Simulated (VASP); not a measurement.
The system is ZrS.

```xyz
2
Lattice="0.0000 2.6250 2.6250 2.6250 0.0000 2.6250 2.6250 2.6250 0.0000" Properties=species:S:1:pos:R:3 pbc="T T T"
Zr    0.0000    0.0000    0.0000
S     2.6250    2.6250    2.6250
```

| Item | Value |
| --- | --- |
| Program | VASP 6.6.1 |
| Task | relaxation of cell and atoms |
| Functional | PBEsol |
| Potentials or basis | VASP PAW PBE potentials, release 64 (Zr_sv, S) |
| Cutoff | 600 eV |
| k mesh | 10 × 10 × 10 |
| Occupations | fermi-dirac, width 0.08 eV |
| Spin | no spin polarisation |

At the start: pressure -6.2 GPa; volume 18.09 Å³/atom.

Where does the relaxation end?

Over 6 steps the energy falls by 16.5 meV/atom and the volume is 17.27 Å³/atom (-4.5 %); space group Fm-3m (No. 225, to 0.05 Å).

Step by step:
| step | energy change (eV) | largest force (eV/Å) | pressure (GPa) | volume (Å³) |
| --- | --- | --- | --- | --- |
| 1 | 0.0000 | 0.0000 | -6.18 | 36.18 |
| 2 | 0.0199 | 0.0000 | 9.43 | 32.64 |
| 3 | -0.0330 | 0.0000 | -0.08 | 34.56 |
| 4 | -0.0330 | 0.0000 | 0.05 | 34.52 |
| 5 | -0.0330 | 0.0000 | -0.04 | 34.55 |
| 6 | -0.0330 | 0.0000 | 0.00 | 34.54 |

Final structure:
```
Zr S
1.0
     0.00000    2.58472    2.58472
     2.58472    0.00000    2.58472
     2.58472    2.58472    0.00000
Zr S
1 1
Direct
  0.00000 0.00000 0.00000
  0.50000 0.50000 0.50000
```

Caveat: the PAW data sets were made with another functional, which shifts forces and pressure a little.
